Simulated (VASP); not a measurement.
Write the native input for VASP 6.6.1 that does the following.

```
Task                   : relaxation of the atoms
Functional             : r2SCAN
Potentials or basis    : VASP PAW PBE potentials, release 64 (Zn, Cu)
Cutoff                 : 520 eV
k mesh                 : 11 × 11 × 11
Occupations            : fermi-dirac, width 0.1 eV
Spin                   : no spin polarisation
Dipole correction      : no
Further INCAR settings : ALGO = Normal; EDIFF = 1e-06; IBRION = 2; EDIFFG = -0.01; NSW = 50
```

The system is ZnCu.

```
Zn Cu
1.0
     2.87986    0.00000    0.00000
     0.00000    2.87986    0.00000
     0.00000    0.00000    2.87986
Zn Cu
1 1
Direct
  0.50000 0.50000 0.50000
  0.00000 0.00000 0.00000
```

These files were run (other wordings do the same):

POSCAR

```
ZnCu
1.0
    2.8798556800      0.0000000000      0.0000000000
    0.0000000000      2.8798556800      0.0000000000
    0.0000000000      0.0000000000      2.8798556800
Zn Cu
1 1
Direct
    0.5000000000      0.5000000000      0.5000000000
    0.0000000000      0.0000000000      0.0000000000
```

INCAR.step1

```
PREC = Accurate ; ENCUT = 520
ISMEAR = -1 ; SIGMA = 0.1
LREAL = F ; LASPH = T
NELM = 60 ; GGA = PE
ALGO = Normal ; EDIFF = 1E-4
LWAVE = T ; LCHARG = F
```

INCAR.step2

```
PREC = Accurate ; ENCUT = 520
EDIFF = 1E-6 ; ISMEAR = -1
SIGMA = 0.1 ; LREAL = F
LASPH = T ; NELM = 60
ALGO = Normal ; ISIF = 2
LWAVE = F ; LCHARG = F
METAGGA = R2SCAN ; LMIXTAU = T
IBRION = 2 ; NSW = 50
EDIFFG = -0.01 ; ISTART = 1
```

KPOINTS

```
Automatic mesh
0
Gamma
  11 11 11
```

Potentials or basis: VASP PAW PBE potentials, release 64 (Zn, Cu).

Command:

```bash
$ cat potpaw_PBE.64/Zn/POTCAR potpaw_PBE.64/Cu/POTCAR > POTCAR
$ cp INCAR.step1 INCAR
$ mpirun -np 1 vasp_std > vasp.out
$ cp INCAR.step2 INCAR
$ mpirun -np 1 vasp_std > vasp.out
```

Results of the run:

```
Pressure after relaxing : 6.6 GPa
Band gap on the k mesh  : zero (an odd number of electrons rules out a gap without spin polarisation)
```

Caveat: the relaxation stopped at its first step, so nothing moved; the PAW data sets were made with another functional, which shifts forces and pressure a little.

It took 33 s on 1 thread of AMD EPYC 9R45 96-Core Processor (Zen 5) (shared host), peak memory 0.13 GiB.
